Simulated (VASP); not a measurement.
# Be2ZnTe5 (P3m1) in VASP: single point with PBE

Aim: the single point of Be2ZnTe5 with PBE.

All numbers are computed with VASP 6.6.1; they aren't measurements. Logs are shortened: lines on timing, memory, paths and dates and some standing lists are left out, and cuts for length are marked.

**1. The cell of the first run**

Symmetry: P3m1, No. 156, trigonal system. Conventional cell: a = 4.099 Å, b = 4.099 Å, c = 14.889 Å, α = 90.00°, β = 90.00°, γ = 120.00°. Be (site symmetry 3m) has 4 Te at 2.48 to 2.49 Å within 3.3 Å. Within 3.2 Å of Be (site symmetry 3m) lie 4 Te at 2.45 to 2.49 Å. Zn (site symmetry 3m) has 4 Te at 2.59 to 2.68 Å within 3.4 Å. Within 3.3 Å of Te (site symmetry 3m) lie 1 Be at 2.49 Å and 3 Te at 3.11 Å. Te (site symmetry 3m) has 3 Be at 2.48 Å and 1 Zn at 2.68 Å within 3.3 Å. Within 3.2 Å of Te (site symmetry 3m) lie 1 Be at 2.45 Å and 3 Zn at 2.59 Å. Te (site symmetry 3m) has 3 Be at 2.49 Å within 3.3 Å. Within 4.1 Å of Te (site symmetry 3m) lie 12 Te at 3.11 to 4.10 Å.

**2. Single point, PBE**

Input file INCAR:

```
SYSTEM = Be2ZnTe5
ALGO = Normal
EDIFF = 1E-6
ENCUT = 520
GGA = PE
ISIF = 2
ISMEAR = 0
LASPH = .TRUE.
LCHARG = .FALSE.
LREAL = .FALSE.
LWAVE = .FALSE.
NBANDS = 33
NELM = 80
PREC = Accurate
SIGMA = 0.2
```

Input file KPOINTS:

```
k-points
0
G
  5 5 2
  0 0 0
```

Input file POSCAR:

```
Be2ZnTe5
1.0
    4.0992874885      0.0000000000      0.0000000000
   -2.0496437443      3.5500871025      0.0000000000
    0.0000000000      0.0000000000     14.8893345029
Be Zn Te
2 1 5
Direct
    0.0000000000      0.0000000000      0.1965249575
    0.6666666667      0.3333333333      0.6606119801
    0.3333333333      0.6666666667      0.4255237412
    0.0000000000      0.0000000000      0.0291335526
    0.3333333333      0.6666666667      0.2457908411
    0.6666666667      0.3333333333      0.4962757317
    0.0000000000      0.0000000000      0.7130336866
    0.3333333333      0.6666666667      0.8941055092
```

Potentials or basis: VASP PAW PBE potentials, release 64 (Be, Zn, Te).

Started as:

```console
> cat potpaw_PBE.64/Be/POTCAR potpaw_PBE.64/Zn/POTCAR potpaw_PBE.64/Te/POTCAR > POTCAR
> mpirun -np 1 vasp_std > vasp.out
```

OUTCAR:

```text
SYSTEM = Be2ZnTe5
   EDIFF = 1E-6
   ENCUT = 520
   GGA = PE
   ISIF = 2
   ISMEAR = 0
   LASPH = .TRUE.
   LREAL = .FALSE.
   NELM = 80
   PREC = Accurate

 ion  position               nearest neighbor table
   1  0.000  0.000  0.197-   5 2.48   5 2.48   5 2.48   4 2.49
   2  0.667  0.333  0.661-   6 2.45   7 2.49   7 2.49   7 2.49
   3  0.333  0.667  0.426-   6 2.59   6 2.59   6 2.59   5 2.68
   4  0.000  0.000  0.029-   1 2.49   8 3.11   8 3.11   8 3.11
   5  0.333  0.667  0.246-   1 2.48   1 2.48   1 2.48   3 2.68
   6  0.667  0.333  0.496-   2 2.45   3 2.59   3 2.59   3 2.59
   7  0.000  0.000  0.713-   2 2.49   2 2.49   2 2.49   8 3.59   8 3.59   8 3.59
   8  0.333  0.667  0.894-   4 3.11   4 3.11   4 3.11   7 3.59   7 3.59   7 3.59

  LATTYP: Found a hexagonal cell.
 ALAT       =     4.0992874885
 C/A-ratio  =     3.6321762122

  Lattice vectors:

 A1 = (   4.0992874885,   0.0000000000,   0.0000000000)
 A2 = (  -2.0496437443,   3.5500871025,   0.0000000000)
 A3 = (   0.0000000000,   0.0000000000,  14.8893345029)

Analysis of symmetry for initial positions (statically):
=====================================================================
 Subroutine PRICEL returns:
 Original cell was already a primitive cell.

 Routine SETGRP: Setting up the symmetry group for a
 hexagonal supercell.

 Subroutine GETGRP returns: Found  6 space group operations
 (whereof  6 operations were pure point group operations)
 out of a pool of 24 trial point group operations.

The static configuration has the point symmetry C_3v.

Analysis of symmetry for dynamics (positions and initial velocities):
=====================================================================
 Subroutine PRICEL returns:
 Original cell was already a primitive cell.

 Routine SETGRP: Setting up the symmetry group for a
 hexagonal supercell.

 Subroutine GETGRP returns: Found  6 space group operations
 (whereof  6 operations were pure point group operations)
 out of a pool of 24 trial point group operations.

The dynamic configuration has the point symmetry C_3v.

 Subroutine INISYM returns: Found  6 space group operations
 (whereof  6 operations are pure point group operations),
 and found     1 'primitive' translations

----------------------------------------------------------------------------------------

                                     Primitive cell

  volume of cell :     216.6819

  direct lattice vectors                    reciprocal lattice vectors
     4.099287488  0.000000000  0.000000000     0.243944833  0.140841615  0.000000000
    -2.049643744  3.550087103  0.000000000     0.000000000  0.281683229  0.000000000
     0.000000000  0.000000000 14.889334503     0.000000000  0.000000000  0.067162169

  length of vectors
     4.099287488  4.099287489 14.889334503     0.281683229  0.281683229  0.067162169

  position of ions in fractional coordinates (direct lattice)
     0.000000000  0.000000000  0.196524958
     0.666666667  0.333333333  0.660611980
     0.333333333  0.666666667  0.425523741
     0.000000000  0.000000000  0.029133553
     0.333333333  0.666666667  0.245790841
     0.666666667  0.333333333  0.496275732
     0.000000000  0.000000000  0.713033687
     0.333333333  0.666666667  0.894105509

  ion indices of the primitive-cell ions
   primitive index   ion index
                 1           1
                 2           2
                 3           3
                 4           4
                 5           5
                 6           6
                 7           7
                 8           8

----------------------------------------------------------------------------------------

 KPOINTS: k-points

Automatic generation of k-mesh.
 Grid dimensions read from file:
 generate k-points for:    5    5    2

 Generating k-lattice:

  Cartesian coordinates                     Fractional coordinates (reciprocal lattice)
     0.048788967  0.028168323  0.000000000     0.200000000 -0.000000000  0.000000000
     0.000000000  0.056336646  0.000000000     0.000000000  0.200000000  0.000000000
     0.000000000  0.000000000  0.033581084     0.000000000  0.000000000  0.500000000

  Length of vectors
     0.056336646  0.056336646  0.033581084

  Shift w.r.t. Gamma in fractional coordinates (k-lattice)
     0.000000000  0.000000000  0.000000000

 Subroutine IBZKPT returns following result:
 ===========================================

 Found     10 irreducible k-points:

 Following reciprocal coordinates:
            Coordinates               Weight
  0.000000  0.000000  0.000000      1.000000
  0.200000  0.000000  0.000000      6.000000
  0.400000 -0.000000  0.000000      6.000000
  0.200000  0.200000  0.000000      6.000000
  0.400000  0.200000  0.000000      6.000000
  0.000000  0.000000  0.500000      1.000000
  0.200000  0.000000  0.500000      6.000000
  0.400000 -0.000000  0.500000      6.000000
  0.200000  0.200000  0.500000      6.000000
  0.400000  0.200000  0.500000      6.000000
   k-points           NKPTS =     10   k-points in BZ     NKDIM =     10   number of bands    NBANDS=     33
   number of dos      NEDOS =    301   number of ions     NIONS =      8
   total plane-waves  NPLWV = 100800
   dimension x,y,z NGX =    30 NGY =   30 NGZ =  112
   dimension x,y,z NGXF=    60 NGYF=   60 NGZF=  224
   ions per type =               2   1   5
   NGX,Y,Z   is equivalent  to a cutoff of  12.17, 12.17, 12.51 a.u.
   NGXF,Y,Z  is equivalent  to a cutoff of  24.33, 24.33, 25.01 a.u.
 SYSTEM =  Be2ZnTe5
   PREC   = accura    normal or accurate (medium, high low for compatibility)
   ISTART =      0    job   : 0-new  1-cont  2-samecut
   ICHARG =      2    charge: 1-file 2-atom 10-const
   ISPIN  =      1    spin polarized calculation?
   LNONCOLLINEAR =      F non collinear calculations
   LSORBIT =      F    spin-orbit coupling
   LASPH  =      T    aspherical Exc in radial PAW
   ENCUT  =  520.0 eV  38.22 Ry    6.18 a.u.   7.62  7.62 27.68*2*pi/ulx,y,z
   NELM   =     80;   NELMIN=  2; NELMDL= -5     # of ELM steps
   EDIFF  = 0.1E-05   stopping-criterion for ELM
   LREAL  =      F    real-space projection
   EDIFFG = 0.1E-04   stopping-criterion for IOM
   NSW    =      0    number of steps for IOM
   IBRION =     -1    ionic relax: 0-MD 1-quasi-New 2-CG
   NFREE  =      0    steps in history (QN), initial steepest desc. (CG)
   ISIF   =      2    stress and relaxation
   ISYM   =      2    0-nonsym 1-usesym 2-fastsym
   POTIM  = 0.5000    time-step for ionic-motion
   TEBEG  =    0.0;   TEEND  =   0.0 temperature during run
   PSTRESS=    0.0 pullay stress
   NELECT =      46.0000    total number of electrons
   NUPDOWN=      -1.0000    fix difference up-down
   EMIN   =  10.00;   EMAX   =-10.00  energy-range for DOS
   EFERMI =   0.00;   METHOD = LEGACY
   ISMEAR =     0;   SIGMA  =   0.20  broadening in eV -4-tet -1-fermi 0-gaus
   EFERMI_NEDOS =   21; number of points for ismear=-14 and -15
   IALGO  =     38    algorithm
   IMIX   =      4    mixing-type and parameters
     AMIX     =   0.40;   BMIX     =  1.00
     AMIX_MAG =   1.60;   BMIX_MAG =  1.00
  volume/ion in A,a.u.               =      27.09       182.78
  Fermi-wavevector in a.u.,A,eV,Ry     =   0.976607  1.845520 12.976712  0.953761
  Thomas-Fermi vector in A             =   2.107239
   LORBIT       =      0    0 simple, 1 ext, 2 COOP (PROOUT), +10 PAW based schemes
   GGA     = PE    functional components
   LHFCALC =     F    Hartree Fock is set to
   AEXX    =    0.0000 exact exchange contribution
   IVDW    =     0    specifies the selected vdW correction
   LEPSILON=     F    determine dielectric tensor
   LRPA    =     F    only Hartree local field effects (RPA)
 non-spin polarized calculation
 Gauss-broadening in eV      SIGMA  =   0.20
  energy-cutoff  :      520.00
  volume of cell :      216.68
 maximum number of plane-waves:      5888
   NGX = 15   NGY = 15   NGZ = 55

 number of electron      46.0000004 magnetization

 Free energy of the ion-electron system (eV)
  ---------------------------------------------------
  ext. energy  EPLUGINS =         0.00000000
  ---------------------------------------------------
  free energy    TOTEN  =       -24.99473430 eV

  energy without entropy =      -24.89477311  energy(sigma->0) =      -24.94475371

 E-fermi :   5.1296     XC(G=0):  -9.0368

 val. band max:        5.0964236063   @ k =   0.4000   0.2000   0.0000
 cond. band min:       5.1469835280   @ k =   0.2000   0.0000   0.5000
 fundamental gap:      0.0505599217
 Fermi energy:         5.1295958601

 k-point     1 :       0.0000    0.0000    0.0000
  band No.  band energies     occupation
      1      -8.0181      2.00000
      2      -7.2684      2.00000
      3      -7.0773      2.00000
      4      -6.3986      2.00000
      5      -4.9546      2.00000
      6      -2.2946      2.00000
[... 25 lines left out ...]
     32       8.8793      0.00000
     33       8.8793      0.00000

 k-point     2 :       0.2000    0.0000    0.0000
  band No.  band energies     occupation
      1      -7.6827      2.00000
      2      -7.0008      2.00000
      3      -6.8147      2.00000
      4      -6.1818      2.00000
      5      -4.9678      2.00000
      6      -2.2761      2.00000
[... 25 lines left out ...]
     32       9.7054      0.00000
     33       9.7802      0.00000

 k-point     3 :       0.4000   -0.0000    0.0000
  band No.  band energies     occupation
      1      -6.8532      2.00000
      2      -6.4582      2.00000
      3      -6.2648      2.00000
      4      -5.8081      2.00000
      5      -5.3217      2.00000
      6      -2.2401      2.00000
[... 25 lines left out ...]
     32      10.0667      0.00000
     33      10.1470      0.00000

 k-point     4 :       0.2000    0.2000    0.0000
  band No.  band energies     occupation
      1      -7.0783      2.00000
      2      -6.5783      2.00000
      3      -6.3977      2.00000
      4      -5.8757      2.00000
      5      -5.1686      2.00000
      6      -2.2621      2.00000
[... 25 lines left out ...]
     32       9.6678      0.00000
     33      10.0676      0.00000

 k-point     5 :       0.4000    0.2000    0.0000
  band No.  band energies     occupation
      1      -6.3831      2.00000
      2      -6.2409      2.00000
      3      -6.0730      2.00000
      4      -5.7237      2.00000
      5      -5.6108      2.00000
      6      -2.2649      2.00000
[... 25 lines left out ...]
     32      10.1860      0.00000
     33      10.5717      0.00000

 k-point     6 :       0.0000    0.0000    0.5000
  band No.  band energies     occupation
      1      -8.0128      2.00000
      2      -7.3552      2.00000
      3      -6.9277      2.00000
      4      -6.4854      2.00000
      5      -4.9288      2.00000
      6      -2.2946      2.00000
[... 25 lines left out ...]
     32       8.8286      0.00000
     33       8.8337      0.00000

 k-point     7 :       0.2000    0.0000    0.5000
  band No.  band energies     occupation
      1      -7.6774      2.00000
      2      -7.0769      2.00000
      3      -6.6891      2.00000
      4      -6.2510      2.00000
      5      -4.9503      2.00000
      6      -2.2759      2.00000
[... 25 lines left out ...]
     32       9.7208      0.00000
     33       9.7713      0.00000

 k-point     8 :       0.4000   -0.0000    0.5000
  band No.  band energies     occupation
      1      -6.8499      2.00000
      2      -6.4812      2.00000
      3      -6.2353      2.00000
      4      -5.8199      2.00000
      5      -5.3199      2.00000
      6      -2.2401      2.00000
[... 25 lines left out ...]
     32       9.8275      0.00000
     33      10.6792      0.00000

 k-point     9 :       0.2000    0.2000    0.5000
  band No.  band energies     occupation
      1      -7.0733      2.00000
      2      -6.6262      2.00000
      3      -6.3279      2.00000
      4      -5.9093      2.00000
      5      -5.1617      2.00000
      6      -2.2620      2.00000
[... 25 lines left out ...]
     32       9.7225      0.00000
     33       9.9885      0.00000

 k-point    10 :       0.4000    0.2000    0.5000
  band No.  band energies     occupation
      1      -6.3845      2.00000
      2      -6.2354      2.00000
      3      -6.0789      2.00000
      4      -5.7207      2.00000
      5      -5.6117      2.00000
      6      -2.2651      2.00000
[... 25 lines left out ...]
     32      10.0561      0.00000
     33      10.4855      0.00000

------------------------ aborting loop because EDIFF is reached ----------------------------------------

  FORCE on cell =-STRESS in cart. coord.  units (eV):
  Direction    XX          YY          ZZ          XY          YZ          ZX
  --------------------------------------------------------------------------------------
  -------------------------------------------------------------------------------------
  Total        0.0497541      0.0497541      0.2385598     -0.0000000      0.0000000     -0.0000000
  in kB        0.3678886      0.3678886      1.7639456     -0.0000000      0.0000000     -0.0000000
  external PRESSURE =       0.8332410 kB  Pullay stress =       0.0000000 kB

 VOLUME and BASIS-vectors are now :
 -----------------------------------------------------------------------------
  energy-cutoff  :      520.00
  volume of cell :      216.68
      direct lattice vectors                 reciprocal lattice vectors
     4.099287488  0.000000000  0.000000000     0.243944833  0.140841615  0.000000000
    -2.049643744  3.550087103  0.000000000     0.000000000  0.281683229  0.000000000
     0.000000000  0.000000000 14.889334503     0.000000000  0.000000000  0.067162169

 POSITION                                       TOTAL-FORCE (eV/Angst)
 -----------------------------------------------------------------------------------
      0.00000      0.00000      2.92613        -0.000000      0.000000      0.013431
      2.04964      1.18336      9.83607        -0.000000      0.000000      0.002516
     -0.00000      2.36672      6.33577         0.000000      0.000000     -0.006637
      0.00000      0.00000      0.43378        -0.000000      0.000000     -0.022062
     -0.00000      2.36672      3.65966         0.000000      0.000000      0.014018
      2.04964      1.18336      7.38922        -0.000000     -0.000000     -0.027877
      0.00000      0.00000     10.61660        -0.000000      0.000000      0.042162
     -0.00000      2.36672     13.31264        -0.000000     -0.000000     -0.015549
 -----------------------------------------------------------------------------------
    total drift:                                0.000000     -0.000000     -0.002661

  FREE ENERGIE OF THE ION-ELECTRON SYSTEM (eV)
  ---------------------------------------------------
  free  energy   TOTEN  =       -24.9947342986 eV

  energy  without entropy=      -24.8947731132  energy(sigma->0) =      -24.94475371
```

It took 42 s on 1 thread of Intel Xeon Platinum 8559C (Emerald Rapids), shared host; peak memory 0.33 GiB.

What came out:

```
Free energy            : -24.9947 eV
Pressure               : 0.1 GPa
Largest force          : 0.042 eV/Å
Band gap on the k mesh : zero (band 23 reaches 5.54 eV, above the bottom of band 24 at 5.10 eV)
```

Forces on the atoms (eV/Å):
```
Be   0.000  0.000  0.013
Be   0.000  0.000  0.003
Zn   0.000  0.000 -0.007
Te   0.000  0.000 -0.022
Te   0.000  0.000  0.014
Te   0.000  0.000 -0.028
Te   0.000  0.000  0.042
Te   0.000  0.000 -0.016
```

Caveat: spin-orbit coupling is left out, which moves the levels of the heavy elements.
